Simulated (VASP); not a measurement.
# Si (Im-3m) in VASP: a series of runs, part 2 of 2

VASP 6.6.1. The steps go on from the part before.

## 3. Single point, PBEsol (volume scaled by 0.6)

The input, INCAR:

```
SYSTEM = Si
PREC = Accurate
ENCUT = 500
EDIFF = 1E-6
ISMEAR = -1
SIGMA = 0.1
LREAL = .False.
LASPH = .True.
NELM = 120
ALGO = Normal
ISIF = 2
LWAVE = .False.
LCHARG = .False.
GGA = PS
NBANDS = 8
GGA_COMPAT = .False.
```

The input, KPOINTS:

```
regular mesh
0
Gamma
  19 19 19
  0 0 0
```

The input, POSCAR:

```
Si
1.0
   -1.2889711193      1.2889711193      1.2889711193
    1.2889711193     -1.2889711193      1.2889711193
    1.2889711193      1.2889711193     -1.2889711193
Si
1
Direct
    0.0000000000      0.0000000000      0.0000000000
```

Potentials or basis: VASP PAW PBE potentials, release 64 (Si).

On the command line:

```bash
> cat potpaw_PBE.64/Si/POTCAR > POTCAR
> mpirun -np 1 vasp_std > vasp.out
```

OUTCAR:

```text
SYSTEM = Si
   PREC = Accurate
   ENCUT = 500
   EDIFF = 1E-6
   ISMEAR = -1
   LREAL = .False.
   LASPH = .True.
   NELM = 120
   ISIF = 2
   GGA = PS

 ion  position               nearest neighbor table
   1  0.000  0.000  0.000-

  LATTYP: Found a body centered cubic cell.
 ALAT       =     2.5779422386

  Lattice vectors:

 A1 = (  -1.2889711193,   1.2889711193,   1.2889711193)
 A2 = (   1.2889711193,  -1.2889711193,   1.2889711193)
 A3 = (   1.2889711193,   1.2889711193,  -1.2889711193)

Analysis of symmetry for initial positions (statically):
[... 432 lines left out ...]
      1       4.5661      2.00000
      2      15.3697      2.00000
      3      23.5099      0.00000
      4      28.0581      0.00000
      5      32.7874      0.00000
      6      36.6497      0.00000
      7      41.4251      0.00000
      8      46.6041      0.00000

 [... further k-points ...]
[... 5 lines left out ...]
  --------------------------------------------------------------------------------------
  -------------------------------------------------------------------------------------
  Total        7.9725221      7.9725221      7.9725221      0.0000000      0.0000000      0.0000000
  in kB     1491.1343039   1491.1343039   1491.1343039      0.0000000      0.0000000      0.0000000
  external PRESSURE =    1491.1343039 kB  Pullay stress =       0.0000000 kB

 VOLUME and BASIS-vectors are now :
 -----------------------------------------------------------------------------
  energy-cutoff  :      500.00
  volume of cell :        8.57
      direct lattice vectors                 reciprocal lattice vectors
    -1.288971119  1.288971119  1.288971119     0.000000000  0.387906286  0.387906286
     1.288971119 -1.288971119  1.288971119     0.387906286  0.000000000  0.387906286
     1.288971119  1.288971119 -1.288971119     0.387906286  0.387906286  0.000000000

 POSITION                                       TOTAL-FORCE (eV/Angst)
 -----------------------------------------------------------------------------------
      0.00000      0.00000      0.00000         0.000000      0.000000      0.000000
 -----------------------------------------------------------------------------------
    total drift:                                0.000000      0.000000     -0.000000

  FREE ENERGIE OF THE ION-ELECTRON SYSTEM (eV)
  ---------------------------------------------------
  free  energy   TOTEN  =        -3.6336237844 eV

  energy  without entropy=       -3.6236141023  energy(sigma->0) =       -3.62861894
```

stdout:

```text
POSCAR found type information on POSCAR Si
 POSCAR found :  1 types and       1 ions
 scaLAPACK will be used
 -----------------------------------------------------------------------------
|                                                                             |
|                                                                             |
|     You enforced a specific xc type in the INCAR file but a different       |
|     I HOPE YOU KNOW WHAT YOU ARE DOING!                                     |
|                                                                             |
 -----------------------------------------------------------------------------

 LDA part: xc-table for (Slater+PW92), standard interpolation
 POSCAR, INCAR and KPOINTS ok, starting setup
 FFT: planning ... GRIDC
 FFT: planning ... GRID_SOFT
 FFT: planning ... GRID
 WAVECAR not read
 entering main loop
```

Run time: 4.2 s. Hardware: 1 thread of Intel Xeon 6975P-C, shared host; peak memory 0.12 GiB.

What came out:

| Quantity | Value |
| --- | --- |
| Free energy | -3.6336 eV |
| Pressure | 149.1 GPa |
| Band gap on the k mesh | zero (band 2 reaches 33.73 eV, above the bottom of band 3 at 14.00 eV) |

Levels at points of the mesh, in eV from the Fermi level:
```csv
k point,band 1,band 2,band 3,band 4,band 5
"(0.00, 0.00, 0.00)",-20.07,15.21,15.21,15.21,20.25
```

Caveat: the PAW data sets were made with another functional, which shifts forces and pressure a little.

## 4. Single point, PBEsol (volume scaled by 0.7)

The input, INCAR:

```
SYSTEM = Si
PREC     = Accurate       ! precision mode
ENCUT    = 500            ! plane-wave cutoff, eV
EDIFF    = 1E-6           ! SCF threshold, eV
ISMEAR   = -1             ! smearing method
SIGMA    = 0.1            ! smearing width, eV
LREAL    = .FALSE.        ! projectors in reciprocal space
LASPH    = .TRUE.         ! aspherical terms in the spheres
NELM     = 120            ! most SCF steps
ALGO     = Normal         ! electronic algorithm
ISIF     = 2              ! what is computed and relaxed
LWAVE    = .FALSE.        ! write WAVECAR
LCHARG   = .TRUE.         ! write CHGCAR
GGA      = PS             ! functional
LELF     = .TRUE.         ! ELF
LVHAR    = .TRUE.       
NBANDS   = 8              ! bands
GGA_COMPAT= .FALSE.
```

The input, KPOINTS:

```
regular mesh
0
G
  19 19 19
  0 0 0
```

The input, POSCAR:

```
Si
1.0
   -1.3569341834      1.3569341834      1.3569341834
    1.3569341834     -1.3569341834      1.3569341834
    1.3569341834      1.3569341834     -1.3569341834
Si
1
Direct
    0.0000000000      0.0000000000      0.0000000000
```

On the command line:

```bash
> cat potpaw_PBE.64/Si/POTCAR > POTCAR
> mpirun -np 1 vasp_std > vasp.out
```

Wall time 9.2 s (1 thread of Intel Xeon 6975P-C, shared host); peak memory 0.12 GiB.

It converged, with:

- Free energy: -4.6052 eV
- Pressure: 76.2 GPa
- Band gap on the k mesh: zero (band 2 reaches 30.03 eV, above the bottom of band 3 at 11.53 eV)

Levels at points of the mesh, in eV from the Fermi level:
```
           k point  band 1  band 2  band 3  band 4  band 5  band 6
(0.00, 0.00, 0.00)  -18.24   14.32   14.32   14.32   17.27   17.27
```

Caveat: the PAW data sets were made with another functional, which shifts forces and pressure a little.

## 5. Single point, PBEsol (volume scaled by 0.8)

The input, INCAR:

```
SYSTEM = Si
PREC = Accurate
ENCUT = 500
EDIFF = 1E-6
ISMEAR = -1
SIGMA = 0.1
LREAL = .False.
LASPH = .True.
NELM = 120
ALGO = Normal
ISIF = 2
LWAVE = .False.
LCHARG = .False.
GGA = PS
NBANDS = 8
GGA_COMPAT = .False.
```

The input, KPOINTS:

```
regular mesh
0
Gamma
  19 19 19
  0 0 0
```

The input, POSCAR:

```
Si
1.0
   -1.4186962873      1.4186962873      1.4186962873
    1.4186962873     -1.4186962873      1.4186962873
    1.4186962873      1.4186962873     -1.4186962873
Si
1
Direct
    0.0000000000      0.0000000000      0.0000000000
```

On the command line:

```bash
> cat potpaw_PBE.64/Si/POTCAR > POTCAR
> mpirun -np 1 vasp_std > vasp.out
```

It took 9.8 s on 1 thread of Intel Xeon 6975P-C, shared host; peak memory 0.12 GiB.

It converged, with:

| Item | Value |
| --- | --- |
| Free energy | -5.0898 eV |
| Pressure | 36.4 GPa |
| Band gap on the k mesh | zero (band 2 reaches 27.13 eV, above the bottom of band 3 at 9.20 eV) |

Levels at points of the mesh, in eV from the Fermi level:
| k point | band 1 | band 2 | band 3 | band 4 | band 5 | band 6 | band 7 |
| --- | --- | --- | --- | --- | --- | --- | --- |
| (0.00, 0.00, 0.00) | -16.72 | 13.66 | 13.66 | 13.66 | 14.94 | 14.94 | 14.94 |

Caveat: the PAW data sets were made with another functional, which shifts forces and pressure a little.

## 6. The runs side by side

| cell | gap on the mesh (eV) | pressure (GPa) |
| --- | --- | --- |
| a = 2.233 Å, angles 109.5°, 1 atom | none | 149.1 |
| a = 2.350 Å, angles 109.5°, 1 atom | none | 76.2 |
| a = 2.457 Å, angles 109.5°, 1 atom | none | 36.4 |

Alike in all rows: task single point; level PBEsol; potentials or basis VASP PAW PBE potentials, release 64 (Si); no spin polarisation; k mesh 19 × 19 × 19; cutoff (eV) 500; smearing fermi-dirac 0.1 eV.

Caveats: the PAW data sets were made with another functional, which shifts forces and pressure a little.

Absolute energies hang on the potentials; compare differences alone.
